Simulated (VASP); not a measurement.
A run of VASP 6.6.1 is set up as follows.

Contents of INCAR:

```
ALGO = Normal
EDIFF = 1E-6
ENCUT = 520
GGA = PE
ISIF = 2
ISMEAR = -1
LASPH = True
LCHARG = False
LREAL = False
LWAVE = False
NBANDS = 20
NELM = 80
PREC = Accurate
SIGMA = 0.05
```

File KPOINTS:

```
k-points
0
Gamma
  9 9 9
```

The input POSCAR:

```
CdF2
1.0
    0.0000000000      2.7294514339      2.7294514339
    2.7294514339      0.0000000000      2.7294514339
    2.7294514339      2.7294514339      0.0000000000
Cd F
1 2
Direct
    0.0000000000      0.0000000000      0.0000000000
    0.7500000000      0.7500000000      0.7500000000
    0.2500000000      0.2500000000      0.2500000000
```

Potentials or basis: VASP PAW PBE potentials, release 64 (Cd, F).

The run is started by

```bash
$ cat potpaw_PBE.64/Cd/POTCAR potpaw_PBE.64/F/POTCAR > POTCAR
$ mpirun -np 1 vasp_std > vasp.out
```

Question: What does it give for the pressure?

Answer: 1.8 GPa.

Question: Predict the band gap on the k mesh.

Answer: 2.96 eV (least direct gap 3.47 eV).

Caveat: an odd mesh through Γ misses points on the zone boundary, where band edges can lie.
